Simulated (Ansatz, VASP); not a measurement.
Two plane-wave programs on KCl

INCAR

```
PREC = Accurate ; ENCUT = 520
EDIFF = 1E-7 ; ISMEAR = 0
SIGMA = 0.05 ; LREAL = F
LASPH = T ; NELM = 60
ALGO = Normal ; ISIF = 2
LWAVE = F ; LCHARG = F
GGA = PE ; NBANDS = 15
```

KPOINTS

```
regular mesh
0
Gamma
  6 6 6
```

POSCAR

```
KCl
1.0
    3.8391960000      0.0000000000      0.0000000000
    0.0000000000      3.8391960000      0.0000000000
    0.0000000000      0.0000000000      3.7240201200
K Cl
1 1
Direct
    0.0000000000      0.0000000000      0.0000000000
    0.5000000000      0.5000000000      0.5000000000
```

Input for Ansatz:

```yaml
crystal:
  lattice:
    - [3.839196, 0.0, 0.0]
    - [0.0, 3.839196, 0.0]
    - [0.0, 0.0, 3.72402012]
  atoms:
    - { symbol: K, position: [0.0, 0.0, 0.0] }
    - { symbol: Cl, position: [0.5, 0.5, 0.5] }
basis:
  ecutwfc: 420
kpoints:
  mp_grid: { grid: [6, 6, 6] }
hamiltonian:
  xc: pbe
scf:
  occupations: { method: gaussian, width: 0.05 }
output:
  forces: true
  stress: true
  eigenvalues: true
```

Change from the starting cell: strain +0.000 along x and y, -0.030 along z, atoms carried along.

Alike in both runs: task single point; functional PBE; k mesh 6 × 6 × 6; occupations gaussian, width 0.05 eV; no spin polarisation.

```csv
,VASP,Ansatz
version,VASP 6.6.1,Ansatz 0.2.0
potentials or method,"VASP PAW PBE potentials, release 64 (K_sv, Cl), cutoff 520 eV","scalar-relativistic, plane waves, PAW"
valence electrons in the cell,16,16
```

```tsv
	VASP	Ansatz	Ansatz less VASP
gap on the k mesh at the Fermi level (eV)	4.82	4.82	+0.001
least direct gap on the mesh (eV)	5.01	5.01	0.000
pressure (GPa)	0.6	0.6	-0.02
traceless stress, the component that is largest in VASP (GPa)	0.91	0.91	+0.001
```
